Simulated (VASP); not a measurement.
A run of VASP 6.6.1:

Contents of INCAR:

```
SYSTEM = NiO2
PREC     = Accurate       ! precision mode
ENCUT    = 520            ! plane-wave cutoff, eV
EDIFF    = 1E-6           ! SCF threshold, eV
ISMEAR   = -1             ! smearing method
SIGMA    = 0.05           ! smearing width, eV
LREAL    = .False.        ! projectors in reciprocal space
LASPH    = .True.         ! aspherical terms in the spheres
NELM     = 150            ! most SCF steps
ALGO     = Normal         ! electronic algorithm
ISIF     = 2              ! what is computed and relaxed
LWAVE    = .False.        ! write WAVECAR
LCHARG   = .False.        ! write CHGCAR
ISPIN    = 2              ! spin polarisation
MAGMOM   = 1 0 0          ! initial moments
LORBIT   = 11             ! projections on sites
LMAXMIX  = 4              ! l up to which the mixer works
GGA      = PS             ! functional
NBANDS   = 22             ! bands
```

Contents of KPOINTS:

```
regular mesh
0
Gamma
  11 11 6
  0 0 0
```

File POSCAR:

```
NiO2
1.0
    2.8356121658      0.0000000000      0.0000000000
   -1.4178060829      2.4557121709      0.0000000000
    0.0000000000      0.0000000000      4.6790467194
Ni O
1 2
Direct
    0.0000000000      0.0000000000      0.5000000000
    0.3333333333      0.6666666667      0.2939610000
    0.6666666667      0.3333333333      0.7060390000
```

Potentials or basis: VASP PAW PBE potentials, release 64 (Ni, O).

Command:

```bash
$ cat potpaw_PBE.64/Ni/POTCAR potpaw_PBE.64/O/POTCAR > POTCAR
$ mpirun -np 1 vasp_std > vasp.out
```

Hardware: 1 thread of Intel(R) Xeon(R) Platinum 8259CL CPU @ 2.50GHz (Skylake/Cascade Lake), on a shared host.

Problem. How long does it take, and how much memory?

Solution. Wall time 81 s on 1 thread of Intel(R) Xeon(R) Platinum 8259CL CPU @ 2.50GHz (Skylake/Cascade Lake), on a shared host, peak memory 0.22 GiB. Counts: scf iterations 15, k points 84.
